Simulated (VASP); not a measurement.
# Al: single point with LDA

The system is Al.

```
Al
1.0
    -1.56971    1.56971    1.56971
     1.56971   -1.56971    1.56971
     1.56971    1.56971   -1.56971
Al
1
Direct
  0.00000 0.00000 0.00000
```

This cell differs from its parent crystal: volume scaled by 0.96.

| Property | Result |
| --- | --- |
| Program | VASP 6.6.1 |
| Task | single point |
| Functional | LDA |
| Potentials or basis | VASP PAW LDA potentials, release 64 (Al) |
| Cutoff | 520 eV |
| k mesh | 12 × 12 × 12 |
| Occupations | fermi-dirac, width 0.05 eV |
| Spin | no spin polarisation |

| Item | Value |
| --- | --- |
| Pressure | 4.0 GPa |

Levels at points of the mesh, in eV from the Fermi level:
```csv
k point,band 1,band 2,band 3,band 4,band 5,band 6
"(0.00, 0.00, 0.00)",-11.54,13.59,13.59,13.59,15.40,15.40
"(0.50, 0.00, 0.00)",-4.51,-3.94,8.44,8.55,10.40,11.91
"(0.50, 0.50, 0.50)",1.96,1.96,1.96,2.96,2.96,6.18
```

Run time: 3.9 s on 1 thread of AMD EPYC 7R13 (shared host), peak memory 0.12 GiB.
